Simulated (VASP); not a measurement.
The system is ZnSb2C.

```
CELL_PARAMETERS angstrom
-2.83527 2.83527 5.32228
2.83527 -2.83527 5.32228
2.83527 2.83527 -5.32228
ATOMIC_POSITIONS crystal
Zn 0.00000 0.00000 0.00000
Zn 0.75000 0.25000 0.50000
Sb 0.37500 0.42591 0.55091
Sb 0.17591 0.62500 0.05091
Sb 0.87500 0.82409 0.44909
Sb 0.57409 0.12500 0.94909
C 0.50000 0.50000 0.00000
C 0.25000 0.75000 0.50000
```

Base run:

* Program: VASP 6.6.1
* Functional: PBE
* Potentials or basis: VASP PAW PBE potentials, release 64 (Zn, Sb, C)
* Cutoff: 520 eV
* k mesh: 6 × 6 × 6
* Occupations: fermi-dirac, width 0.02 eV
* Spin: no spin polarisation

Its results: band gap on the k mesh 0.14 eV; pressure 2.1 GPa; largest force 0.067 eV/Å.

Task: The run is repeated on the same cell with these changes: functional from PBE to r2SCAN; further incar settings from ALGO = Normal; EDIFF = 1e-07; NBANDS = 36 to ALGO = Normal; EDIFF = 1e-06; NBANDS = 36. What comes out?

Result: Band gap on the k mesh 0.31 eV; pressure 0.2 GPa; largest force 0.038 eV/Å.

Caveats: spin-orbit coupling is left out, which moves the levels of the heavy elements; the PAW data sets were made with another functional, which shifts forces and pressure a little (at least some runs).

A k mesh can miss the band edges.
